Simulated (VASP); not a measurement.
# Ni (Fm-3m) in VASP: further runs

Ni is run at these levels: PBEsol; tasks: single point.

Program: VASP 6.6.1. These are calculated values, not measurements. Logs are shortened: lines on timing, memory, paths and dates and some standing lists are left out, and cuts for length are marked.

### Step 1. The cell of the first run

Symmetry: Fm-3m, No. 225, cubic system. The conventional cell has a = 3.384 Å, b = 3.384 Å, c = 3.384 Å, α = 90.00°, β = 90.00°, γ = 90.00°. Ni (site symmetry m-3m) has 12 Ni at 2.39 Å within 3.2 Å.

### Step 2. Single point, PBEsol, collinear spin, ferromagnetic start

File INCAR:

```
PREC     = Accurate       # precision mode
ENCUT    = 600            # plane-wave cutoff, eV
EDIFF    = 1E-6           # SCF threshold, eV
ISMEAR   = -1             # smearing method
SIGMA    = 0.1            # smearing width, eV
LREAL    = F              # projectors in reciprocal space
LASPH    = T              # aspherical terms in the spheres
NELM     = 200            # most SCF steps
ALGO     = Normal         # electronic algorithm
ISIF     = 2              # what is computed and relaxed
LWAVE    = F              # write WAVECAR
LCHARG   = T              # write CHGCAR
ISPIN    = 2              # spin polarisation
MAGMOM   = 1.5            # initial moments
LORBIT   = 11             # projections on sites
LMAXMIX  = 4              # l up to which the mixer works
GGA      = PS             # functional
LELF     = T              # ELF
LVHAR    = T            
NBANDS   = 15             # bands
GGA_COMPAT= F
```

File KPOINTS:

```
regular mesh
0
Gamma
  8 8 8
```

File POSCAR:

```
Ni
1.0
    0.0000000000      1.6918687780      1.6918687780
    1.6918687780      0.0000000000      1.6918687780
    1.6918687780      1.6918687780      0.0000000000
Ni
1
Direct
    0.0000000000      0.0000000000      0.0000000000
```

Potentials or basis: VASP PAW PBE potentials, release 64 (Ni).

Launch:

```bash
> cat potpaw_PBE.64/Ni/POTCAR > POTCAR
> mpirun -np 1 vasp_std > vasp.out
```

OUTCAR:

```text
PREC = Accurate
   ENCUT = 600
   EDIFF = 1E-6
   ISMEAR = -1
   LREAL = F
   LASPH = T
   NELM = 200
   ISIF = 2
   ISPIN = 2
   LORBIT = 11
   GGA = PS

 ion  position               nearest neighbor table
   1  0.000  0.000  0.000-

  LATTYP: Found a face centered cubic cell.
 ALAT       =     3.3837375560

  Lattice vectors:

 A1 = (   0.0000000000,   1.6918687780,   1.6918687780)
 A2 = (   1.6918687780,   0.0000000000,   1.6918687780)
 A3 = (   1.6918687780,   1.6918687780,   0.0000000000)

Analysis of symmetry for initial positions (statically):
=====================================================================
 Subroutine PRICEL returns:
 Original cell was already a primitive cell.

 Routine SETGRP: Setting up the symmetry group for a
 face centered cubic supercell.

 Subroutine GETGRP returns: Found 48 space group operations
 (whereof 48 operations were pure point group operations)
 out of a pool of 48 trial point group operations.

The static configuration has the point symmetry O_h .

Analysis of symmetry for dynamics (positions and initial velocities):
=====================================================================
 Subroutine PRICEL returns:
 Original cell was already a primitive cell.

 Routine SETGRP: Setting up the symmetry group for a
 face centered cubic supercell.

 Subroutine GETGRP returns: Found 48 space group operations
 (whereof 48 operations were pure point group operations)
 out of a pool of 48 trial point group operations.

The dynamic configuration has the point symmetry O_h .

Analysis of structural, dynamic, and magnetic symmetry:
=====================================================================
 Subroutine PRICEL returns:
 Original cell was already a primitive cell.

 Routine SETGRP: Setting up the symmetry group for a
 face centered cubic supercell.

 Subroutine GETGRP returns: Found 48 space group operations
 (whereof 48 operations were pure point group operations)
 out of a pool of 48 trial point group operations.

The overall configuration has the point symmetry O_h .

 Subroutine INISYM returns: Found 48 space group operations
 (whereof 48 operations are pure point group operations),
 and found     1 'primitive' translations

----------------------------------------------------------------------------------------

                                     Primitive cell

  volume of cell :       9.6857

  direct lattice vectors                    reciprocal lattice vectors
     0.000000000  1.691868778  1.691868778    -0.295531194  0.295531194  0.295531194
     1.691868778  0.000000000  1.691868778     0.295531194 -0.295531194  0.295531194
     1.691868778  1.691868778  0.000000000     0.295531194  0.295531194 -0.295531194

  length of vectors
     2.392663772  2.392663772  2.392663772     0.511875043  0.511875043  0.511875043

  position of ions in fractional coordinates (direct lattice)
     0.000000000  0.000000000  0.000000000

  ion indices of the primitive-cell ions
   primitive index   ion index
                 1           1

----------------------------------------------------------------------------------------

 KPOINTS: regular mesh

Automatic generation of k-mesh.
 Grid dimensions read from file:
 generate k-points for:    8    8    8

 Generating k-lattice:

  Cartesian coordinates                     Fractional coordinates (reciprocal lattice)
    -0.036941399  0.036941399  0.036941399     0.125000000  0.000000000  0.000000000
     0.036941399 -0.036941399  0.036941399     0.000000000  0.125000000  0.000000000
     0.036941399  0.036941399 -0.036941399     0.000000000  0.000000000  0.125000000

  Length of vectors
     0.063984380  0.063984380  0.063984380

  Shift w.r.t. Gamma in fractional coordinates (k-lattice)
     0.000000000  0.000000000  0.000000000

 Subroutine IBZKPT returns following result:
 ===========================================

 Found     29 irreducible k-points:

 Following reciprocal coordinates:
            Coordinates               Weight
  0.000000  0.000000  0.000000      1.000000
  0.125000  0.000000  0.000000      8.000000
  0.250000  0.000000  0.000000      8.000000
  0.375000  0.000000  0.000000      8.000000
  0.500000  0.000000  0.000000      4.000000
  0.125000  0.125000  0.000000      6.000000
[... 16 lines left out ...]
  0.500000  0.250000  0.125000     48.000000
 -0.375000  0.250000  0.125000     24.000000
 [... further k-points ...]
   k-points           NKPTS =     29   k-points in BZ     NKDIM =     29   number of bands    NBANDS=     15
   number of dos      NEDOS =    301   number of ions     NIONS =      1
   total plane-waves  NPLWV =   8000
   dimension x,y,z NGX =    20 NGY =   20 NGZ =   20
   dimension x,y,z NGXF=    40 NGYF=   40 NGZF=   40
   ions per type =               1
   NGX,Y,Z   is equivalent  to a cutoff of  13.90, 13.90, 13.90 a.u.
   NGXF,Y,Z  is equivalent  to a cutoff of  27.79, 27.79, 27.79 a.u.
 SYSTEM =  unknown system
   PREC   = accura    normal or accurate (medium, high low for compatibility)
   ISTART =      0    job   : 0-new  1-cont  2-samecut
   ICHARG =      2    charge: 1-file 2-atom 10-const
   ISPIN  =      2    spin polarized calculation?
   LNONCOLLINEAR =      F non collinear calculations
   LSORBIT =      F    spin-orbit coupling
   LASPH  =      T    aspherical Exc in radial PAW
   ENCUT  =  600.0 eV  44.10 Ry    6.64 a.u.   4.78  4.78  4.78*2*pi/ulx,y,z
   NELM   =    200;   NELMIN=  2; NELMDL= -5     # of ELM steps
   EDIFF  = 0.1E-05   stopping-criterion for ELM
   LREAL  =      F    real-space projection
   EDIFFG = 0.1E-04   stopping-criterion for IOM
   NSW    =      0    number of steps for IOM
   IBRION =     -1    ionic relax: 0-MD 1-quasi-New 2-CG
   NFREE  =      0    steps in history (QN), initial steepest desc. (CG)
   ISIF   =      2    stress and relaxation
   ISYM   =      2    0-nonsym 1-usesym 2-fastsym
   POTIM  = 0.5000    time-step for ionic-motion
   TEBEG  =    0.0;   TEEND  =   0.0 temperature during run
   PSTRESS=    0.0 pullay stress
   NELECT =      10.0000    total number of electrons
   NUPDOWN=      -1.0000    fix difference up-down
   EMIN   =  10.00;   EMAX   =-10.00  energy-range for DOS
   EFERMI =   0.00;   METHOD = LEGACY
   ISMEAR =    -1;   SIGMA  =   0.10  broadening in eV -4-tet -1-fermi 0-gaus
   EFERMI_NEDOS =   21; number of points for ismear=-14 and -15
   IALGO  =     38    algorithm
   IMIX   =      4    mixing-type and parameters
     AMIX     =   0.40;   BMIX     =  1.00
     AMIX_MAG =   1.60;   BMIX_MAG =  1.00
  volume/ion in A,a.u.               =       9.69        65.36
  Fermi-wavevector in a.u.,A,eV,Ry     =   1.654620  3.126778 37.249567  2.737766
  Thomas-Fermi vector in A             =   2.742856
   LORBIT       =     11    0 simple, 1 ext, 2 COOP (PROOUT), +10 PAW based schemes
   GGA     = PS    functional components
   LHFCALC =     F    Hartree Fock is set to
   AEXX    =    0.0000 exact exchange contribution
   IVDW    =     0    specifies the selected vdW correction
   LEPSILON=     F    determine dielectric tensor
   LRPA    =     F    only Hartree local field effects (RPA)
 spin polarized calculation
  energy-cutoff  :      600.00
  volume of cell :        9.69
 maximum number of plane-waves:       332
   NGX =  9   NGY =  9   NGZ =  9

 number of electron      10.0000004 magnetization       0.6902293

 Free energy of the ion-electron system (eV)
  ---------------------------------------------------
  ext. energy  EPLUGINS =         0.00000000
  ---------------------------------------------------
  free energy    TOTEN  =        -6.11984148 eV

  energy without entropy =       -6.07050401  energy(sigma->0) =       -6.09517274

 E-fermi :  10.9118     XC(G=0): -14.1436

 val. band max:       10.9062784909   @ k =  -0.2500   0.3750   0.1250
 cond. band min:      10.9334358457   @ k =   0.3750   0.3750   0.0000
 fundamental gap:      0.0271573547
 Fermi energy:        10.9118381798

 spin component 1

 k-point     1 :       0.0000    0.0000    0.0000
  band No.  band energies     occupation
      1       1.0195      1.00000
      2       8.1380      1.00000
      3       8.1380      1.00000
      4       8.1380      1.00000
      5       9.5021      1.00000
      6       9.5021      1.00000
      7      35.6012      0.00000
      8      40.3605      0.00000
      9      40.3605      0.00000
     10      40.3605      0.00000
     11      43.7395      0.00000
     12      43.7395      0.00000
     13      43.7395      0.00000
     14      46.4411      0.00000
     15      54.1267      0.00000
[... 397 lines left out ...]
 k-point    24 :      -0.3750    0.2500    0.1250
  band No.  band energies     occupation
      1       6.3445      1.00000
      2       7.2667      1.00000
      3       8.0182      1.00000
      4       8.8669      1.00000
      5      10.2105      0.99910
      6      14.5457      0.00000
      7      17.7922      0.00000
      8      28.0139      0.00000
      9      29.3214      0.00000
     10      38.3723      0.00000
     11      42.9159      0.00000
     12      50.5314      0.00000
     13      53.6243      0.00000
     14      53.8955      0.00000
     15      55.1620      0.00000

 [... further k-points ...]

 spin component 2

 k-point     1 :       0.0000    0.0000    0.0000
  band No.  band energies     occupation
      1       1.0430      1.00000
      2       8.9094      1.00000
      3       8.9094      1.00000
      4       8.9094      1.00000
      5      10.1879      0.99928
      6      10.1879      0.99928
      7      35.5272      0.00000
      8      40.3844      0.00000
      9      40.3844      0.00000
     10      40.3844      0.00000
     11      43.9077      0.00000
     12      43.9077      0.00000
     13      43.9077      0.00000
     14      46.3750      0.00000
     15      54.3909      0.00000
[... 397 lines left out ...]
 k-point    24 :      -0.3750    0.2500    0.1250
  band No.  band energies     occupation
      1       6.8709      1.00000
      2       7.7400      1.00000
      3       8.6332      1.00000
      4       9.5488      1.00000
      5      11.0389      0.21911
      6      14.8879      0.00000
      7      18.1885      0.00000
      8      28.1570      0.00000
      9      29.4809      0.00000
     10      38.4271      0.00000
     11      43.0198      0.00000
     12      50.5599      0.00000
     13      53.7407      0.00000
     14      54.4652      0.00000
     15      55.6512      0.00000

 [... further k-points ...]

------------------------ aborting loop because EDIFF is reached ----------------------------------------

  FORCE on cell =-STRESS in cart. coord.  units (eV):
  Direction    XX          YY          ZZ          XY          YZ          ZX
  --------------------------------------------------------------------------------------
  -------------------------------------------------------------------------------------
  Total        1.1804587      1.1804587      1.1804587      0.0000000     -0.0000000     -0.0000000
  in kB      195.2681215    195.2681215    195.2681215      0.0000000     -0.0000000     -0.0000000
  external PRESSURE =     195.2681215 kB  Pullay stress =       0.0000000 kB

 VOLUME and BASIS-vectors are now :
 -----------------------------------------------------------------------------
  energy-cutoff  :      600.00
  volume of cell :        9.69
      direct lattice vectors                 reciprocal lattice vectors
     0.000000000  1.691868778  1.691868778    -0.295531194  0.295531194  0.295531194
     1.691868778  0.000000000  1.691868778     0.295531194 -0.295531194  0.295531194
     1.691868778  1.691868778  0.000000000     0.295531194  0.295531194 -0.295531194

 POSITION                                       TOTAL-FORCE (eV/Angst)
 -----------------------------------------------------------------------------------
      0.00000      0.00000      0.00000         0.000000      0.000000      0.000000
 -----------------------------------------------------------------------------------
    total drift:                                0.000000      0.000000      0.000000

  FREE ENERGIE OF THE ION-ELECTRON SYSTEM (eV)
  ---------------------------------------------------
  free  energy   TOTEN  =        -6.1198414757 eV

  energy  without entropy=       -6.0705040130  energy(sigma->0) =       -6.09517274

 total charge

# of ion       s       p       d       tot
------------------------------------------
    1        0.556   0.623   8.367   9.547

 magnetization (x)

# of ion       s       p       d       tot
------------------------------------------
    1       -0.003  -0.020   0.711   0.688
```

Wall time 12 s (1 thread of Intel Xeon 6975P-C (Granite Rapids), shared host); peak memory 0.13 GiB.

What came out:

| Property | Result |
| --- | --- |
| Free energy | -6.1198 eV |
| Pressure | 19.5 GPa |
| Net moment | 0.69 μB per cell |
| Site moments | Ni +0.69 μB |
| Valence electrons inside the program's atomic spheres | Ni 9.55 |

Caveat: the k points lie up to 0.40 Å⁻¹ apart; the PAW data sets were made with another functional, which shifts forces and pressure a little.

[end of part 1 of 2]
